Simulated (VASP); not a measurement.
# F (C2/c) in VASP: a series of runs

The runs below take F through single point, with PBE.

All numbers are computed with VASP 6.6.1; they aren't measurements. Logs are shortened: lines on timing, memory, paths and dates and some standing lists are left out, and cuts for length are marked.

**1. The cell of the first run**

It takes space group C2/c (No. 15, monoclinic). The conventional cell has a = 5.185 Å, b = 3.440 Å, c = 6.708 Å, α = 90.00°, β = 90.33°, γ = 90.00°. Within 1.9 Å of F (site symmetry 1) lie 1 F at 1.42 Å.

**2. Single point, PBE (volume changed by +5%)**

File INCAR:

```
SYSTEM = F
PREC = Accurate
ENCUT = 520
EDIFF = 1E-6
ISMEAR = 0
SIGMA = 0.01
LREAL = .False.
LASPH = .True.
NELM = 100
ALGO = Normal
ISIF = 2
LWAVE = .False.
LCHARG = .False.
GGA = PE
NBANDS = 22
```

File KPOINTS:

```
Automatic mesh
0
Gamma
  4 4 2
  0 0 0
```

File POSCAR:

```
F
1.0
    2.5899911968     -1.7198156167      0.1089008404
    2.5899911968      1.7198156167      0.1089008404
   -0.3209211286      0.0000000000      6.7003012094
F
4
Direct
    0.5934893175      0.9074549170      0.5947414458
    0.0925450830      0.4065106825      0.9052585542
    0.4065106825      0.0925450830      0.4052585542
    0.9074549170      0.5934893175      0.0947414458
```

Potentials or basis: VASP PAW PBE potentials, release 64 (F).

Run with:

```sh
cat potpaw_PBE.64/F/POTCAR > POTCAR
mpirun -np 1 vasp_std > vasp.out
```

OUTCAR:

```text
SYSTEM = F
   PREC = Accurate
   ENCUT = 520
   EDIFF = 1E-6
   ISMEAR = 0
   LREAL = .False.
   LASPH = .True.
   NELM = 100
   ISIF = 2
   GGA = PE

 ion  position               nearest neighbor table
   1  0.593  0.907  0.595-   3 1.42
   2  0.093  0.407  0.905-   4 1.42
   3  0.407  0.093  0.405-   1 1.42
   4  0.907  0.593  0.095-   2 1.42

  LATTYP: Found a base centered monoclinic cell.
 ALAT       =     5.1845593034
 B/A-ratio  =     0.6634375329
 C/A-ratio  =     1.2938384764
 COS(beta)  =    -0.0058378667

  Lattice vectors:

 A1 = (   2.5899911968,  -1.7198156167,   0.1089008404)
 A2 = (   2.5899911968,   1.7198156167,   0.1089008404)
 A3 = (  -0.3209211286,   0.0000000000,   6.7003012094)

Analysis of symmetry for initial positions (statically):
=====================================================================
 Subroutine PRICEL returns:
 Original cell was already a primitive cell.

 Routine SETGRP: Setting up the symmetry group for a
 base centered monoclinic supercell.

 Subroutine GETGRP returns: Found  4 space group operations
 (whereof  2 operations were pure point group operations)
 out of a pool of  4 trial point group operations.

The static configuration has the point symmetry S_2 .
 The point group associated with its full space group is C_2h.

Analysis of symmetry for dynamics (positions and initial velocities):
=====================================================================
 Subroutine PRICEL returns:
 Original cell was already a primitive cell.

 Routine SETGRP: Setting up the symmetry group for a
 base centered monoclinic supercell.

 Subroutine GETGRP returns: Found  4 space group operations
 (whereof  2 operations were pure point group operations)
 out of a pool of  4 trial point group operations.

The dynamic configuration has the point symmetry S_2 .
 The point group associated with its full space group is C_2h.

 Subroutine INISYM returns: Found  4 space group operations
 (whereof  2 operations are pure point group operations),
 and found     1 'primitive' translations

----------------------------------------------------------------------------------------

                                     Primitive cell

  volume of cell :      59.8106

  direct lattice vectors                    reciprocal lattice vectors
     2.589991197 -1.719815617  0.108900840     0.192662846 -0.290728840  0.009227880
     2.589991197  1.719815617  0.108900840     0.192662846  0.290728840  0.009227880
    -0.320921129  0.000000000  6.700301209    -0.006262747  0.000000000  0.148947058

  length of vectors
     3.110896904  3.110896904  6.707982310     0.348894518  0.348894518  0.149078664

  position of ions in fractional coordinates (direct lattice)
     0.593489318  0.907454917  0.594741446
     0.092545083  0.406510682  0.905258554
     0.406510682  0.092545083  0.405258554
     0.907454917  0.593489318  0.094741446

  ion indices of the primitive-cell ions
   primitive index   ion index
                 1           1
                 2           2
                 3           3
                 4           4

----------------------------------------------------------------------------------------

 KPOINTS: Automatic mesh

Automatic generation of k-mesh.
 Grid dimensions read from file:
 generate k-points for:    4    4    2

 Generating k-lattice:

  Cartesian coordinates                     Fractional coordinates (reciprocal lattice)
     0.048165712 -0.072682210  0.002306970     0.250000000 -0.000000000  0.000000000
     0.048165712  0.072682210  0.002306970    -0.000000000  0.250000000  0.000000000
    -0.003131374  0.000000000  0.074473529     0.000000000  0.000000000  0.500000000

  Length of vectors
     0.087223630  0.087223630  0.074539332

  Shift w.r.t. Gamma in fractional coordinates (k-lattice)
     0.000000000  0.000000000  0.000000000

 Subroutine IBZKPT returns following result:
 ===========================================

 Found     14 irreducible k-points:

 Following reciprocal coordinates:
            Coordinates               Weight
  0.000000  0.000000  0.000000      1.000000
  0.250000 -0.000000  0.000000      4.000000
  0.500000 -0.000000  0.000000      2.000000
  0.250000  0.250000 -0.000000      2.000000
  0.500000  0.250000 -0.000000      4.000000
 -0.250000  0.250000  0.000000      2.000000
  0.500000  0.500000 -0.000000      1.000000
  0.000000  0.000000  0.500000      1.000000
  0.250000 -0.000000  0.500000      4.000000
  0.500000 -0.000000  0.500000      2.000000
  0.250000  0.250000  0.500000      2.000000
  0.500000  0.250000  0.500000      4.000000
 -0.250000  0.250000  0.500000      2.000000
  0.500000  0.500000  0.500000      1.000000
   k-points           NKPTS =     14   k-points in BZ     NKDIM =     14   number of bands    NBANDS=     22
   number of dos      NEDOS =    301   number of ions     NIONS =      4
   total plane-waves  NPLWV =  28800
   dimension x,y,z NGX =    24 NGY =   24 NGZ =   50
   dimension x,y,z NGXF=    48 NGYF=   48 NGZF=  100
   ions per type =               4
   NGX,Y,Z   is equivalent  to a cutoff of  12.83, 12.83, 12.39 a.u.
   NGXF,Y,Z  is equivalent  to a cutoff of  25.65, 25.65, 24.78 a.u.
 SYSTEM =  F
   PREC   = accura    normal or accurate (medium, high low for compatibility)
   ISTART =      0    job   : 0-new  1-cont  2-samecut
   ICHARG =      2    charge: 1-file 2-atom 10-const
   ISPIN  =      1    spin polarized calculation?
   LNONCOLLINEAR =      F non collinear calculations
   LSORBIT =      F    spin-orbit coupling
   LASPH  =      T    aspherical Exc in radial PAW
   ENCUT  =  520.0 eV  38.22 Ry    6.18 a.u.   5.78  5.78 12.47*2*pi/ulx,y,z
   NELM   =    100;   NELMIN=  2; NELMDL= -5     # of ELM steps
   EDIFF  = 0.1E-05   stopping-criterion for ELM
   LREAL  =      F    real-space projection
   EDIFFG = 0.1E-04   stopping-criterion for IOM
   NSW    =      0    number of steps for IOM
   IBRION =     -1    ionic relax: 0-MD 1-quasi-New 2-CG
   NFREE  =      0    steps in history (QN), initial steepest desc. (CG)
   ISIF   =      2    stress and relaxation
   ISYM   =      2    0-nonsym 1-usesym 2-fastsym
   POTIM  = 0.5000    time-step for ionic-motion
   TEBEG  =    0.0;   TEEND  =   0.0 temperature during run
   PSTRESS=    0.0 pullay stress
   NELECT =      28.0000    total number of electrons
   NUPDOWN=      -1.0000    fix difference up-down
   EMIN   =  10.00;   EMAX   =-10.00  energy-range for DOS
   EFERMI =   0.00;   METHOD = LEGACY
   ISMEAR =     0;   SIGMA  =   0.01  broadening in eV -4-tet -1-fermi 0-gaus
   EFERMI_NEDOS =   21; number of points for ismear=-14 and -15
   IALGO  =     38    algorithm
   IMIX   =      4    mixing-type and parameters
     AMIX     =   0.40;   BMIX     =  1.00
     AMIX_MAG =   1.60;   BMIX_MAG =  1.00
  volume/ion in A,a.u.               =      14.95       100.91
  Fermi-wavevector in a.u.,A,eV,Ry     =   1.271164  2.402151 21.985066  1.615857
  Thomas-Fermi vector in A             =   2.404112
   LORBIT       =      0    0 simple, 1 ext, 2 COOP (PROOUT), +10 PAW based schemes
   GGA     = PE    functional components
   LHFCALC =     F    Hartree Fock is set to
   AEXX    =    0.0000 exact exchange contribution
   IVDW    =     0    specifies the selected vdW correction
   LEPSILON=     F    determine dielectric tensor
   LRPA    =     F    only Hartree local field effects (RPA)
 non-spin polarized calculation
 Gauss-broadening in eV      SIGMA  =   0.01
  energy-cutoff  :      520.00
  volume of cell :       59.81
 maximum number of plane-waves:      1642
   NGX = 11   NGY = 11   NGZ = 25

 number of electron      28.0000028 magnetization

 Free energy of the ion-electron system (eV)
  ---------------------------------------------------
  ext. energy  EPLUGINS =         0.00000000
  ---------------------------------------------------
  free energy    TOTEN  =        -7.27660364 eV

  energy without entropy =       -7.27660364  energy(sigma->0) =       -7.27660364

 E-fermi :  -4.8012     XC(G=0):  -7.9361

 val. band max:       -4.9401509995   @ k =   0.0000   0.0000   0.0000
 cond. band min:      -2.1479754523   @ k =   0.0000   0.0000   0.0000
 fundamental gap:      2.7921755473
 Fermi energy:        -4.8012087981

 k-point     1 :       0.0000    0.0000    0.0000
  band No.  band energies     occupation
      1     -29.7400      2.00000
      2     -29.6056      2.00000
      3     -23.6624      2.00000
      4     -23.2959      2.00000
      5     -11.4414      2.00000
      6     -10.6727      2.00000
[... 14 lines left out ...]
     21      15.7488      0.00000
     22      16.5137      0.00000

 k-point     2 :       0.2500   -0.0000    0.0000
  band No.  band energies     occupation
      1     -29.6672      2.00000
      2     -29.5711      2.00000
      3     -23.5983      2.00000
      4     -23.3397      2.00000
      5     -11.3574      2.00000
      6     -10.7865      2.00000
[... 14 lines left out ...]
     21      14.1960      0.00000
     22      14.8937      0.00000

 k-point     3 :       0.5000   -0.0000    0.0000
  band No.  band energies     occupation
      1     -29.5649      2.00000
      2     -29.5646      2.00000
      3     -23.4599      2.00000
      4     -23.4593      2.00000
      5     -11.0926      2.00000
      6     -11.0919      2.00000
[... 14 lines left out ...]
     21      11.5205      0.00000
     22      11.5304      0.00000
[... 226 lines left out ...]
 k-point    13 :      -0.2500    0.2500    0.5000
  band No.  band energies     occupation
      1     -29.5646      2.00000
      2     -29.5646      2.00000
      3     -23.4593      2.00000
      4     -23.4593      2.00000
      5     -11.0528      2.00000
      6     -11.0528      2.00000
[... 14 lines left out ...]
     21      12.5753      0.00000
     22      12.5753      0.00000

 k-point    14 :       0.5000    0.5000    0.5000
  band No.  band energies     occupation
      1     -29.5329      2.00000
      2     -29.5329      2.00000
      3     -23.4031      2.00000
      4     -23.4031      2.00000
      5     -11.0080      2.00000
      6     -11.0080      2.00000
[... 14 lines left out ...]
     21      14.1354      0.00000
     22      14.1354      0.00000

------------------------ aborting loop because EDIFF is reached ----------------------------------------

  FORCE on cell =-STRESS in cart. coord.  units (eV):
  Direction    XX          YY          ZZ          XY          YZ          ZX
  --------------------------------------------------------------------------------------
  -------------------------------------------------------------------------------------
  Total        0.2972561      0.3132305      0.5128893      0.0000000      0.0000000     -0.0072425
  in kB        7.9627513      8.3906655     13.7390272      0.0000000      0.0000000     -0.1940072
  external PRESSURE =      10.0308147 kB  Pullay stress =       0.0000000 kB

 VOLUME and BASIS-vectors are now :
 -----------------------------------------------------------------------------
  energy-cutoff  :      520.00
  volume of cell :       59.81
      direct lattice vectors                 reciprocal lattice vectors
     2.589991197 -1.719815617  0.108900840     0.192662846 -0.290728840  0.009227880
     2.589991197  1.719815617  0.108900840     0.192662846  0.290728840  0.009227880
    -0.320921129  0.000000000  6.700301209    -0.006262747  0.000000000  0.148947058

 POSITION                                       TOTAL-FORCE (eV/Angst)
 -----------------------------------------------------------------------------------
      3.69657      0.53996      4.14840        -0.008106     -0.071422      0.176719
      1.00203      0.53996      6.11985         0.008106     -0.071422     -0.176719
      1.16249     -0.53996      2.76970         0.008106      0.071422     -0.176719
      3.85703     -0.53996      0.79825        -0.008106      0.071422      0.176719
 -----------------------------------------------------------------------------------
    total drift:                                0.000000     -0.000000      0.000000

  FREE ENERGIE OF THE ION-ELECTRON SYSTEM (eV)
  ---------------------------------------------------
  free  energy   TOTEN  =        -7.2766036450 eV

  energy  without entropy=       -7.2766036450  energy(sigma->0) =       -7.27660364
```

Wall time 10 s (1 thread of Intel Xeon 6975P-C, shared host); peak memory 0.16 GiB.

What came out:

* Free energy: -7.2766 eV
* Pressure: 1.0 GPa
* Largest force: 0.191 eV/Å
* Band gap on the k mesh: 2.79 eV, direct

Forces on the atoms (eV/Å):
```
F   -0.008 -0.071  0.177
F    0.008 -0.071 -0.177
F    0.008  0.071 -0.177
F   -0.008  0.071  0.177
```

Stress tensor (GPa, compression positive):
```
 0.80  0.00 -0.02
 0.00  0.84  0.00
-0.02  0.00  1.37
```

Caveat: the k points lie up to 0.55 Å⁻¹ apart.

**3. Single point, PBE (volume changed by +10%)**

File INCAR:

```
SYSTEM = F
  ALGO = Normal
  EDIFF = 1E-6
  ENCUT = 520
  GGA = PE
  ISIF = 2
  ISMEAR = 0
  LASPH = .TRUE.
  LCHARG = .FALSE.
  LREAL = .FALSE.
  LWAVE = .FALSE.
  NBANDS = 22
  NELM = 60
  PREC = Accurate
  SIGMA = 0.01
```

File KPOINTS:

```
k-points
0
G
  4 4 2
  0 0 0
```

File POSCAR:

```
F
1.0
    2.6304663468     -1.7466920769      0.1106026909
    2.6304663468      1.7466920769      0.1106026909
   -0.3259363313      0.0000000000      6.8050103285
F
4
Direct
    0.5934893175      0.9074549170      0.5947414458
    0.0925450830      0.4065106825      0.9052585542
    0.4065106825      0.0925450830      0.4052585542
    0.9074549170      0.5934893175      0.0947414458
```

Potentials or basis: VASP PAW PBE potentials, release 64 (F).

Run with:

```sh
cat potpaw_PBE.64/F/POTCAR > POTCAR
mpirun -np 1 vasp_std > vasp.out
```

OUTCAR:

```text
SYSTEM = F
   EDIFF = 1E-6
   ENCUT = 520
   GGA = PE
   ISIF = 2
   ISMEAR = 0
   LASPH = .TRUE.
   LREAL = .FALSE.
   NELM = 60
   PREC = Accurate

 ion  position               nearest neighbor table
   1  0.593  0.907  0.595-   3 1.45
   2  0.093  0.407  0.905-   4 1.45
   3  0.407  0.093  0.405-   1 1.45
   4  0.907  0.593  0.095-   2 1.45

  LATTYP: Found a base centered monoclinic cell.
 ALAT       =     5.2655811291
 B/A-ratio  =     0.6634375329
 C/A-ratio  =     1.2938384764
 COS(beta)  =    -0.0058378667

  Lattice vectors:

 A1 = (   2.6304663468,  -1.7466920769,   0.1106026909)
 A2 = (   2.6304663468,   1.7466920769,   0.1106026909)
 A3 = (  -0.3259363313,   0.0000000000,   6.8050103285)

Analysis of symmetry for initial positions (statically):
=====================================================================
 Subroutine PRICEL returns:
 Original cell was already a primitive cell.

[... 160 lines left out ...]
  free energy    TOTEN  =        -7.28462207 eV

  energy without entropy =       -7.28462207  energy(sigma->0) =       -7.28462207

 E-fermi :  -5.1779     XC(G=0):  -7.7424

 val. band max:       -5.2490765348   @ k =   0.0000   0.0000   0.0000
 cond. band min:      -2.6687221688   @ k =   0.0000   0.0000   0.0000
 fundamental gap:      2.5803543660
 Fermi energy:        -5.1779230215

 k-point     1 :       0.0000    0.0000    0.0000
  band No.  band energies     occupation
      1     -29.6569      2.00000
      2     -29.5340      2.00000
      3     -23.9754      2.00000
      4     -23.6574      2.00000
      5     -11.5070      2.00000
      6     -10.8203      2.00000
[... 339 lines left out ...]
     21      13.5813      0.00000
     22      13.5813      0.00000

------------------------ aborting loop because EDIFF is reached ----------------------------------------

  FORCE on cell =-STRESS in cart. coord.  units (eV):
  Direction    XX          YY          ZZ          XY          YZ          ZX
  --------------------------------------------------------------------------------------
  -------------------------------------------------------------------------------------
  Total        0.1882568     -0.2338014     -1.2834089      0.0000000      0.0000000      0.0675622
  in kB        4.8137074     -5.9782780    -32.8166314      0.0000000      0.0000000      1.7275589
  external PRESSURE =     -11.3270673 kB  Pullay stress =       0.0000000 kB

 VOLUME and BASIS-vectors are now :
 -----------------------------------------------------------------------------
  energy-cutoff  :      520.00
  volume of cell :       62.66
      direct lattice vectors                 reciprocal lattice vectors
     2.630466347 -1.746692077  0.110602691     0.189698331 -0.286255378  0.009085890
     2.630466347  1.746692077  0.110602691     0.189698331  0.286255378  0.009085890
    -0.325936331  0.000000000  6.805010328    -0.006166382  0.000000000  0.146655200

 POSITION                                       TOTAL-FORCE (eV/Angst)
 -----------------------------------------------------------------------------------
      3.75434      0.54840      4.21323         0.019917      0.253466     -0.460702
      1.01769      0.54840      6.21549        -0.019917      0.253466      0.460702
      1.18066     -0.54840      2.81299        -0.019917     -0.253466      0.460702
      3.91730     -0.54840      0.81072         0.019917     -0.253466     -0.460702
 -----------------------------------------------------------------------------------
    total drift:                                0.000000     -0.000000      0.000000

  FREE ENERGIE OF THE ION-ELECTRON SYSTEM (eV)
  ---------------------------------------------------
  free  energy   TOTEN  =        -7.2846220670 eV

  energy  without entropy=       -7.2846220670  energy(sigma->0) =       -7.28462207
```

stdout:

```text
POSCAR found type information on POSCAR F
 POSCAR found :  1 types and       4 ions
 scaLAPACK will be used
 LDA part: xc-table for (Slater+PW92), standard interpolation
 POSCAR, INCAR and KPOINTS ok, starting setup
 FFT: planning ... GRIDC
 FFT: planning ... GRID_SOFT
 FFT: planning ... GRID
 WAVECAR not read
 entering main loop
```

It took 11 s on 1 thread of Intel Xeon 6975P-C, shared host; peak memory 0.17 GiB.

Results:

* Free energy: -7.2846 eV
* Pressure: -1.1 GPa
* Largest force: 0.526 eV/Å
* Band gap on the k mesh: 2.58 eV, direct

Forces in eV/Å, atoms in the order of the input:
```
F    0.020  0.253 -0.461
F   -0.020  0.253  0.461
F   -0.020 -0.253  0.461
F    0.020 -0.253 -0.461
```

Stress tensor (GPa, compression positive):
```
 0.48  0.00  0.17
 0.00 -0.60  0.00
 0.17  0.00 -3.28
```

Caveat: the k points lie up to 0.54 Å⁻¹ apart.
